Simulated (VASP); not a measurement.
# SnO2 (Pnnm) in VASP: a series of runs

SnO2 is run at these levels: LDA; tasks: single point.

Everything below comes from runs of VASP 6.6.1. Logs are shortened: lines on timing, memory, paths and dates and some standing lists are left out, and cuts for length are marked.

## (1) The cell of the first run

Symmetry: Pnnm, No. 58, orthorhombic system. Conventional cell: a = 4.720 Å, b = 4.721 Å, c = 3.189 Å, α = 90.00°, β = 90.00°, γ = 90.00°. Within 2.6 Å of Sn (site symmetry 2/m) lie 6 O at 1.99 to 2.09 Å. O (site symmetry m) has 3 Sn at 1.99 to 2.09 Å within 2.6 Å.

## (2) Single point, LDA (atoms shifted along a free coordinate)

The input, INCAR:

```
SYSTEM = SnO2
ALGO     = Normal         ! electronic algorithm
EDIFF    = 1E-7           ! SCF threshold, eV
ENCUT    = 520            ! plane-wave cutoff, eV
GGA      = CA             ! functional
ISIF     = 2              ! what is computed and relaxed
ISMEAR   = 0              ! smearing method
LASPH    = .True.         ! aspherical terms in the spheres
LCHARG   = .True.         ! write CHGCAR
LELF     = .True.         ! ELF
LREAL    = .False.        ! projectors in reciprocal space
LVHAR    = .True.       
LWAVE    = .False.        ! write WAVECAR
NBANDS   = 35             ! bands
NELM     = 80             ! most SCF steps
PREC     = Accurate       ! precision mode
SIGMA    = 0.05           ! smearing width, eV
```

The input, KPOINTS:

```
k-points
0
Gamma
  6 6 8
  0 0 0
```

The input, POSCAR:

```
SnO2
1.0
    4.7201335214      0.0000000000      0.0000000000
    0.0000000000      4.7206343117      0.0000000000
    0.0000000000      0.0000000000      3.1888226872
Sn O
2 4
Direct
    0.5000000000      0.5000000000      0.5000000000
    0.0000000000      0.0000000000      0.0000000000
    0.3059920358      0.2888605067      0.0000000000
    0.8059920358      0.2111394933      0.5000000000
    0.1940079642      0.7888605067      0.5000000000
    0.6940079642      0.7111394933      0.0000000000
```

Potentials or basis: VASP PAW LDA potentials, release 64 (Sn_d, O).

The run is started by

```console
cat potpaw_LDA.64/Sn_d/POTCAR potpaw_LDA.64/O/POTCAR > POTCAR
mpirun -np 1 vasp_std > vasp.out
```

OUTCAR:

```text
SYSTEM = SnO2
   EDIFF = 1E-7
   ENCUT = 520
   GGA = CA
   ISIF = 2
   ISMEAR = 0
   LASPH = .True.
   LREAL = .False.
   NELM = 80
   PREC = Accurate

 ion  position               nearest neighbor table
   1  0.500  0.500  0.500-   4 1.99   5 1.99   3 2.09   6 2.09   3 2.09   6 2.09   2 3.70   2 3.70
                             2 3.70   2 3.70   2 3.70   2 3.70   2 3.70   2 3.70
   2  0.000  0.000  0.000-   3 1.99   6 1.99   5 2.09   4 2.09   4 2.09   5 2.09   1 3.70   1 3.70
                             1 3.70   1 3.70   1 3.70   1 3.70   1 3.70   1 3.70
   3  0.306  0.289  0.000-   2 1.99   1 2.09   1 2.09
   4  0.806  0.211  0.500-   1 1.99   2 2.09   2 2.09
   5  0.194  0.789  0.500-   1 1.99   2 2.09   2 2.09
   6  0.694  0.711  0.000-   2 1.99   1 2.09   1 2.09

  LATTYP: Found a simple orthorhombic cell.
 ALAT       =     3.1888226872
 B/A-ratio  =     1.4802119730
 C/A-ratio  =     1.4803690185

  Lattice vectors:

 A1 = (   0.0000000000,   0.0000000000,   3.1888226872)
 A2 = (   4.7201335214,   0.0000000000,   0.0000000000)
 A3 = (   0.0000000000,   4.7206343117,   0.0000000000)

Analysis of symmetry for initial positions (statically):
=====================================================================
 Subroutine PRICEL returns:
 Original cell was already a primitive cell.

 Routine SETGRP: Setting up the symmetry group for a
 simple orthorhombic supercell.

 Subroutine GETGRP returns: Found  8 space group operations
 (whereof  4 operations were pure point group operations)
 out of a pool of  8 trial point group operations.

The static configuration has the point symmetry C_2h.
 The point group associated with its full space group is D_2h.

Analysis of symmetry for dynamics (positions and initial velocities):
=====================================================================
 Subroutine PRICEL returns:
 Original cell was already a primitive cell.

 Routine SETGRP: Setting up the symmetry group for a
 simple orthorhombic supercell.

 Subroutine GETGRP returns: Found  8 space group operations
 (whereof  4 operations were pure point group operations)
 out of a pool of  8 trial point group operations.

The dynamic configuration has the point symmetry C_2h.
 The point group associated with its full space group is D_2h.

 Subroutine INISYM returns: Found  8 space group operations
 (whereof  4 operations are pure point group operations),
 and found     1 'primitive' translations

[... 105 lines left out ...]
   NSW    =      0    number of steps for IOM
   IBRION =     -1    ionic relax: 0-MD 1-quasi-New 2-CG
   NFREE  =      0    steps in history (QN), initial steepest desc. (CG)
   ISIF   =      2    stress and relaxation
   ISYM   =      2    0-nonsym 1-usesym 2-fastsym
   POTIM  = 0.5000    time-step for ionic-motion
   TEBEG  =    0.0;   TEEND  =   0.0 temperature during run
   PSTRESS=    0.0 pullay stress
   NELECT =      52.0000    total number of electrons
   NUPDOWN=      -1.0000    fix difference up-down
   EMIN   =  10.00;   EMAX   =-10.00  energy-range for DOS
   EFERMI =   0.00;   METHOD = LEGACY
   ISMEAR =     0;   SIGMA  =   0.05  broadening in eV -4-tet -1-fermi 0-gaus
   EFERMI_NEDOS =   21; number of points for ismear=-14 and -15
   IALGO  =     38    algorithm
   IMIX   =      4    mixing-type and parameters
     AMIX     =   0.40;   BMIX     =  1.00
     AMIX_MAG =   1.60;   BMIX_MAG =  1.00
  volume/ion in A,a.u.               =      11.84        79.92
  Fermi-wavevector in a.u.,A,eV,Ry     =   1.475302  2.787917 29.613299  2.176516
  Thomas-Fermi vector in A             =   2.589968
   LORBIT       =      0    0 simple, 1 ext, 2 COOP (PROOUT), +10 PAW based schemes
   GGA     = CA    functional components
   LHFCALC =     F    Hartree Fock is set to
   AEXX    =    0.0000 exact exchange contribution
   IVDW    =     0    specifies the selected vdW correction
   LEPSILON=     F    determine dielectric tensor
   LRPA    =     F    only Hartree local field effects (RPA)
 non-spin polarized calculation
 Gauss-broadening in eV      SIGMA  =   0.05
  energy-cutoff  :      520.00
  volume of cell :       71.05
 maximum number of plane-waves:      1933
 NGX is ok and might be reduce to    36
   NGX = 17   NGY = 17   NGZ = 11

 number of electron      51.9999990 magnetization

 Free energy of the ion-electron system (eV)
  ---------------------------------------------------
  ext. energy  EPLUGINS =         0.00000000
  ---------------------------------------------------
  free energy    TOTEN  =       -42.12580897 eV

  energy without entropy =      -42.12580897  energy(sigma->0) =      -42.12580897

 E-fermi :   6.2450     XC(G=0): -11.8495

 val. band max:        5.9523577639   @ k =   0.0000   0.0000   0.0000
 cond. band min:       7.0222464308   @ k =   0.0000   0.0000   0.0000
 fundamental gap:      1.0698886668
 Fermi energy:         6.2450389589

 k-point     1 :       0.0000    0.0000    0.0000
  band No.  band energies     occupation
      1     -15.1307      2.00000
      2     -14.2628      2.00000
      3     -14.0621      2.00000
      4     -14.0469      2.00000
      5     -14.0132      2.00000
      6     -14.0103      2.00000
[... 901 lines left out ...]
     34      17.8127      0.00000
     35      18.1497      0.00000

 [... further k-points ...]

------------------------ aborting loop because EDIFF is reached ----------------------------------------

  FORCE on cell =-STRESS in cart. coord.  units (eV):
  Direction    XX          YY          ZZ          XY          YZ          ZX
  --------------------------------------------------------------------------------------
  -------------------------------------------------------------------------------------
  Total        1.0734900      0.1934503     -0.6338671     -0.0000000      0.0000000      0.0000000
  in kB       24.2060293      4.3620946    -14.2930132     -0.0000000      0.0000000      0.0000000
  external PRESSURE =       4.7583702 kB  Pullay stress =       0.0000000 kB

 VOLUME and BASIS-vectors are now :
 -----------------------------------------------------------------------------
  energy-cutoff  :      520.00
  volume of cell :       71.05
      direct lattice vectors                 reciprocal lattice vectors
     4.720133521  0.000000000  0.000000000     0.211858414  0.000000000  0.000000000
     0.000000000  4.720634312  0.000000000     0.000000000  0.211835939  0.000000000
     0.000000000  0.000000000  3.188822687     0.000000000  0.000000000  0.313595360

 POSITION                                       TOTAL-FORCE (eV/Angst)
 -----------------------------------------------------------------------------------
      2.36007      2.36032      1.59441         0.000000      0.000000      0.000000
      0.00000      0.00000      0.00000         0.000000      0.000000      0.000000
      1.44432      1.36360      0.00000         0.890358      0.948984      0.000000
      3.80439      0.99671      1.59441         0.890358     -0.948984      0.000000
      0.91574      3.72392      1.59441        -0.890358      0.948984      0.000000
      3.27581      3.35703      0.00000        -0.890358     -0.948984      0.000000
 -----------------------------------------------------------------------------------
    total drift:                                0.000000      0.000000      0.000000

  FREE ENERGIE OF THE ION-ELECTRON SYSTEM (eV)
  ---------------------------------------------------
  free  energy   TOTEN  =       -42.1258089704 eV

  energy  without entropy=      -42.1258089704  energy(sigma->0) =      -42.12580897
```

OSZICAR:

```text
N       E                     dE             d eps       ncg     rms          rms(c)
DAV:   1     0.631010377983E+03    0.63101E+03   -0.25595E+04  6217   0.234E+03
DAV:   2     0.525559973313E+02   -0.57845E+03   -0.54470E+03  6032   0.614E+02
DAV:   3    -0.431951459005E+02   -0.95751E+02   -0.94117E+02  6103   0.208E+02
DAV:   4    -0.481909591724E+02   -0.49958E+01   -0.49593E+01  7141   0.509E+01
DAV:   5    -0.483215890023E+02   -0.13063E+00   -0.13039E+00  6984   0.879E+00    0.159E+01
DAV:   6    -0.421968169030E+02    0.61248E+01   -0.16777E+01  8825   0.644E+01    0.642E+00
DAV:   7    -0.422217289039E+02   -0.24912E-01   -0.19834E+00  6313   0.794E+00    0.321E+00
DAV:   8    -0.421405394960E+02    0.81189E-01   -0.21789E-01  8770   0.418E+00    0.722E-01
DAV:   9    -0.421256975238E+02    0.14842E-01   -0.32977E-02  9286   0.301E+00    0.132E-01
DAV:  10    -0.421257957690E+02   -0.98245E-04   -0.34366E-03  7638   0.474E-01    0.510E-02
DAV:  11    -0.421258087351E+02   -0.12966E-04   -0.13307E-04  9083   0.127E-01    0.210E-02
DAV:  12    -0.421258111185E+02   -0.23834E-05   -0.11502E-05  6602   0.238E-02    0.131E-02
DAV:  13    -0.421258088977E+02    0.22208E-05   -0.78284E-06  8018   0.397E-02    0.120E-03
DAV:  14    -0.421258089704E+02   -0.72758E-07   -0.81878E-07  7438   0.703E-03
   1 F= -.42125809E+02 E0= -.42125809E+02  d E =-.128807E-18
```

Wall time 4.1 min (1 thread of Intel Xeon 8259CL, shared host); peak memory 0.26 GiB.

Results:

```yaml
Free_energy: -42.1258 eV
Pressure: 0.5 GPa
Largest_force: 1.301 eV/Å
Band_gap_on_the_k_mesh: 1.07 eV
```

Forces in eV/Å, atoms in the order of the input:
```
Sn   0.000  0.000  0.000
Sn   0.000  0.000  0.000
O    0.890  0.949  0.000
O    0.890 -0.949  0.000
O   -0.890  0.949  0.000
O   -0.890 -0.949  0.000
```

Caveat: the cell differs from its parent crystal (atoms shifted along a free coordinate); spin-orbit coupling is left out, which moves the levels of the heavy elements; forces of over 1 eV/Å act on the atoms, so gaps and moduli don't describe the material at rest.

## (3) Single point, LDA (atoms shifted along a free coordinate)

The input, INCAR:

```
SYSTEM = SnO2
ALGO = Normal ; EDIFF = 1E-6
ENCUT = 520 ; GGA = CA
ISIF = 2 ; ISMEAR = 0
LASPH = .TRUE. ; LCHARG = .FALSE.
LREAL = .FALSE. ; LWAVE = .FALSE.
NBANDS = 35 ; NELM = 80
PREC = Accurate ; SIGMA = 0.05
```

The input, KPOINTS:

```
k-points
0
G
  6 6 8
  0 0 0
```

The input, POSCAR:

```
SnO2
1.0
    4.7201335214      0.0000000000      0.0000000000
    0.0000000000      4.7206343117      0.0000000000
    0.0000000000      0.0000000000      3.1888226872
Sn O
2 4
Direct
    0.5000000000      0.5000000000      0.5000000000
    0.0000000000      0.0000000000      0.0000000000
    0.3059920358      0.3234744991      0.0000000000
    0.8059920358      0.1765255009      0.5000000000
    0.1940079642      0.8234744991      0.5000000000
    0.6940079642      0.6765255009      0.0000000000
```

Potentials or basis: VASP PAW LDA potentials, release 64 (Sn_d, O).

The run is started by

```console
cat potpaw_LDA.64/Sn_d/POTCAR potpaw_LDA.64/O/POTCAR > POTCAR
mpirun -np 1 vasp_std > vasp.out
```

It took 3.9 min on 1 thread of Intel Xeon 8259CL, shared host; peak memory 0.26 GiB.

The run converged. Its results:

| Quantity | Value |
| --- | --- |
| Free energy | -42.1091 eV |
| Pressure | 4.0 GPa |
| Largest force | 1.441 eV/Å |
| Band gap on the k mesh | 1.39 eV |

Forces in eV/Å, atoms in the order of the input:
```
Sn   0.000  0.000  0.000
Sn   0.000  0.000  0.000
O   -1.016 -1.023  0.000
O   -1.016  1.023  0.000
O    1.016 -1.023  0.000
O    1.016  1.023  0.000
```

Stress tensor (GPa, compression positive):
```
3.08 0.00 0.00
0.00 2.23 0.00
0.00 0.00 6.66
```

Levels at points of the mesh, in eV from the valence-band top:
| k point | band 24 | band 25 | band 26 | band 27 | band 28 | band 29 |
| --- | --- | --- | --- | --- | --- | --- |
| (0.00, 0.00, 0.00) | -0.75 | -0.73 | 0.00 | 1.39 | 5.70 | 6.21 |
| (0.50, 0.00, 0.00) | -1.16 | -0.61 | -0.61 | 4.34 | 4.34 | 6.60 |
| (0.00, 0.50, 0.00) | -1.16 | -0.72 | -0.72 | 4.45 | 4.45 | 6.91 |
| (0.50, 0.50, 0.00) | -1.27 | -0.86 | -0.86 | 4.60 | 4.60 | 7.25 |
| (0.00, 0.00, 0.50) | -1.66 | -1.28 | -1.28 | 6.35 | 6.35 | 9.60 |
| (0.50, 0.00, 0.50) | -1.07 | -0.64 | -0.64 | 6.66 | 6.66 | 7.95 |
| (0.00, 0.50, 0.50) | -1.15 | -0.59 | -0.59 | 6.61 | 6.61 | 7.82 |
| (0.50, 0.50, 0.50) | -1.08 | -0.81 | -0.81 | 5.28 | 5.28 | 8.40 |

Caveat: the cell differs from its parent crystal (atoms shifted along a free coordinate); the cell stands under pressure; spin-orbit coupling is left out, which moves the levels of the heavy elements; forces of over 1 eV/Å act on the atoms, so gaps and moduli don't describe the material at rest.

## (4) Single point, LDA (atoms shifted along a free coordinate)

The input, INCAR:

```
PREC = Accurate ; ENCUT = 520
EDIFF = 1E-6 ; ISMEAR = 0
SIGMA = 0.05 ; LREAL = F
LASPH = T ; NELM = 60
ALGO = Normal ; ISIF = 2
LWAVE = F ; LCHARG = F
NBANDS = 35
```

The input, KPOINTS:

```
regular mesh
0
Gamma
  6 6 8
```

The input, POSCAR:

```
SnO2
1.0
    4.9308404756      0.0000000000      0.0000000000
    0.0000000000      4.9313636212      0.0000000000
    0.0000000000      0.0000000000      3.3311718629
Sn O
2 4
Direct
    0.5000000000      0.5000000000      0.5000000000
    0.0000000000      0.0000000000      0.0000000000
    0.3059920358      0.3407603117      0.0000000000
    0.8059920358      0.1592396883      0.5000000000
    0.1940079642      0.8407603117      0.5000000000
    0.6940079642      0.6592396883      0.0000000000
```

Potentials or basis: VASP PAW LDA potentials, release 64 (Sn_d, O).

The run is started by

```console
cat potpaw_LDA.64/Sn_d/POTCAR potpaw_LDA.64/O/POTCAR > POTCAR
mpirun -np 1 vasp_std > vasp.out
```

OUTCAR:

```text
PREC = Accurate
   ENCUT = 520
   EDIFF = 1E-6
   ISMEAR = 0
   LREAL = F
   LASPH = T
   NELM = 60
   ISIF = 2

 ion  position               nearest neighbor table
   1  0.500  0.500  0.500-   3 2.08   6 2.08   3 2.08   6 2.08   5 2.26   4 2.26
   2  0.000  0.000  0.000-   4 2.08   5 2.08   4 2.08   5 2.08   3 2.26   6 2.26
   3  0.306  0.341  0.000-   1 2.08   1 2.08   2 2.26
   4  0.806  0.159  0.500-   2 2.08   2 2.08   1 2.26
   5  0.194  0.841  0.500-   2 2.08   2 2.08   1 2.26
   6  0.694  0.659  0.000-   1 2.08   1 2.08   2 2.26

[... 1122 lines left out ...]
  -------------------------------------------------------------------------------------
  Total       -5.7905566     -7.0193255    -10.2589685      0.0000000      0.0000000      0.0000000
  in kB     -114.5370186   -138.8420262   -202.9220580      0.0000000      0.0000000      0.0000000
  external PRESSURE =    -152.1003676 kB  Pullay stress =       0.0000000 kB

 VOLUME and BASIS-vectors are now :
 -----------------------------------------------------------------------------
  energy-cutoff  :      520.00
  volume of cell :       81.00
      direct lattice vectors                 reciprocal lattice vectors
     4.930840476  0.000000000  0.000000000     0.202805182  0.000000000  0.000000000
     0.000000000  4.931363621  0.000000000     0.000000000  0.202783667  0.000000000
     0.000000000  0.000000000  3.331171863     0.000000000  0.000000000  0.300194659

 POSITION                                       TOTAL-FORCE (eV/Angst)
 -----------------------------------------------------------------------------------
      2.46542      2.46568      1.66559        -0.000000     -0.000000      0.000000
      0.00000      0.00000      0.00000        -0.000000     -0.000000      0.000000
      1.50880      1.68041      0.00000        -1.069790     -1.209251     -0.000000
      3.97422      0.78527      1.66559        -1.069790      1.209251     -0.000000
      0.95662      4.14609      1.66559         1.069790     -1.209251      0.000000
      3.42204      3.25095      0.00000         1.069790      1.209251      0.000000
 -----------------------------------------------------------------------------------
    total drift:                                0.000000     -0.000000     -0.000000

  FREE ENERGIE OF THE ION-ELECTRON SYSTEM (eV)
  ---------------------------------------------------
  free  energy   TOTEN  =       -41.3087216774 eV

  energy  without entropy=      -41.3087216730  energy(sigma->0) =      -41.30872168
```

OSZICAR:

```text
N       E                     dE             d eps       ncg     rms          rms(c)
DAV:   1     0.622579650424E+03    0.62258E+03   -0.25668E+04  6120   0.223E+03
DAV:   2     0.540670729145E+02   -0.56851E+03   -0.53675E+03  6072   0.600E+02
DAV:   3    -0.421597865129E+02   -0.96227E+02   -0.94299E+02  6219   0.206E+02
DAV:   4    -0.472805389729E+02   -0.51208E+01   -0.50801E+01  7037   0.515E+01
DAV:   5    -0.474194413741E+02   -0.13890E+00   -0.13873E+00  6903   0.902E+00    0.150E+01
DAV:   6    -0.414300631185E+02    0.59894E+01   -0.17902E+01  8837   0.667E+01    0.606E+00
DAV:   7    -0.414121732624E+02    0.17890E-01   -0.20298E+00  6165   0.832E+00    0.311E+00
DAV:   8    -0.413247545496E+02    0.87419E-01   -0.30515E-01  7227   0.396E+00    0.749E-01
DAV:   9    -0.413083541161E+02    0.16400E-01   -0.38085E-02  8477   0.261E+00    0.122E-01
DAV:  10    -0.413087211965E+02   -0.36708E-03   -0.49342E-03  7288   0.651E-01    0.692E-02
DAV:  11    -0.413087282483E+02   -0.70518E-05   -0.31365E-04  9065   0.203E-01    0.362E-02
DAV:  12    -0.413087241300E+02    0.41184E-05   -0.27219E-05  7200   0.411E-02    0.204E-02
DAV:  13    -0.413087216360E+02    0.24939E-05   -0.12090E-05  6873   0.226E-02    0.197E-03
DAV:  14    -0.413087216774E+02   -0.41367E-07   -0.44332E-07  3365   0.530E-03
   1 F= -.41308722E+02 E0= -.41308722E+02  d E =-.441489E-08
```

Wall time 4.1 min (1 thread of Intel Xeon 8259CL, shared host); peak memory 0.29 GiB.

What came out:

* Free energy: -41.3087 eV
* Pressure: -15.2 GPa
* Largest force: 1.615 eV/Å
* Band gap on the k mesh: 0.33 eV (least direct gap 0.39 eV)

Forces in eV/Å, atoms in the order of the input:
```
Sn   0.000  0.000  0.000
Sn   0.000  0.000  0.000
O   -1.070 -1.209  0.000
O   -1.070  1.209  0.000
O    1.070 -1.209  0.000
O    1.070  1.209  0.000
```

Stress tensor (GPa, compression positive):
```
-11.45   0.00   0.00
  0.00 -13.88   0.00
  0.00   0.00 -20.29
```

Caveat: the cell differs from its parent crystal (atoms shifted along a free coordinate); the cell stands under tension; spin-orbit coupling is left out, which moves the levels of the heavy elements; forces of over 1 eV/Å act on the atoms, so gaps and moduli don't describe the material at rest. A k mesh can miss the band edges.

## (5) The runs side by side

```csv
cell,gap on the mesh (eV),pressure (GPa),largest force (eV/Å)
"a = 4.720, b = 4.721, c = 3.189 Å, 6 atoms, atomic positions A",1.07,0.5,1.30
"a = 4.720, b = 4.721, c = 3.189 Å, 6 atoms, atomic positions B",1.39,4.0,1.44
"a = 4.931, b = 4.931, c = 3.331 Å, 6 atoms, atomic positions C",0.33,-15.2,1.61
```

Alike in all rows: task single point; level LDA; potentials or basis VASP PAW LDA potentials, release 64 (Sn_d, O); no spin polarisation; k mesh 6 × 6 × 8; cutoff (eV) 520; smearing gaussian 0.05 eV.

Caveats: spin-orbit coupling is left out, which moves the levels of the heavy elements; forces of over 1 eV/Å act on the atoms, so gaps and moduli don't describe the material at rest; the cell stands under pressure (at least some runs); the cell stands under tension (at least some runs).

Total energies depend on the potentials used, so only differences within one code and one set of settings carry meaning.
